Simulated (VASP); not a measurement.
Write the native input for VASP 6.6.1 that does the following.

```
Task                   : single point
Functional             : PBE
Potentials or basis    : VASP PAW PBE potentials, release 64 (Li_sv, Ag, N)
Cutoff                 : 520 eV
k mesh                 : 6 × 6 × 4
Occupations            : gaussian, width 0.1 eV
Spin                   : no spin polarisation
Dipole correction      : no
Further INCAR settings : ALGO = Normal; EDIFF = 1e-07; NBANDS = 28
```

The structure of LiAgN lies in POSCAR:

```
LiAgN
1.0
    3.6645390173      0.0000000000      0.0000000000
    0.0000000000      3.6645390173      0.0000000000
    0.0000000000      0.0000000000      5.3021970082
Li Ag N
2 2 2
Direct
    0.5000000000      0.0000000000      0.1509460728
    0.0000000000      0.5000000000      0.8490539272
    0.5000000000      0.0000000000      0.6637579080
    0.0000000000      0.5000000000      0.3362420920
    0.0000000000      0.0000000000      0.0000000000
    0.5000000000      0.5000000000      0.0000000000
```

These files were run (other wordings do the same):

INCAR

```
SYSTEM = LiAgN
ALGO = Normal ; EDIFF = 1E-7
ENCUT = 520 ; GGA = PE
ISIF = 2 ; ISMEAR = 0
LASPH = .True. ; LCHARG = .True.
LELF = .True. ; LREAL = .False.
LVHAR = .True. ; LWAVE = .False.
NBANDS = 28 ; NELM = 80
PREC = Accurate ; SIGMA = 0.1
```

KPOINTS

```
k-points
0
Gamma
  6 6 4
  0 0 0
```

Potentials or basis: VASP PAW PBE potentials, release 64 (Li_sv, Ag, N).

The run is started by

```console
$ cat potpaw_PBE.64/Li_sv/POTCAR potpaw_PBE.64/Ag/POTCAR potpaw_PBE.64/N/POTCAR > POTCAR
$ mpirun -np 1 vasp_std > vasp.out
```

Results of the run:

| Quantity | Value |
| --- | --- |
| Largest force | 0.015 eV/Å |
| Band gap on the k mesh | zero (bands 19 and 20 overlap by 2.57 eV) |

Run time: 59 s on 1 thread of Intel(R) Xeon(R) Platinum 8259CL CPU @ 2.50GHz (Skylake/Cascade Lake) (shared host), peak memory 0.21 GiB.
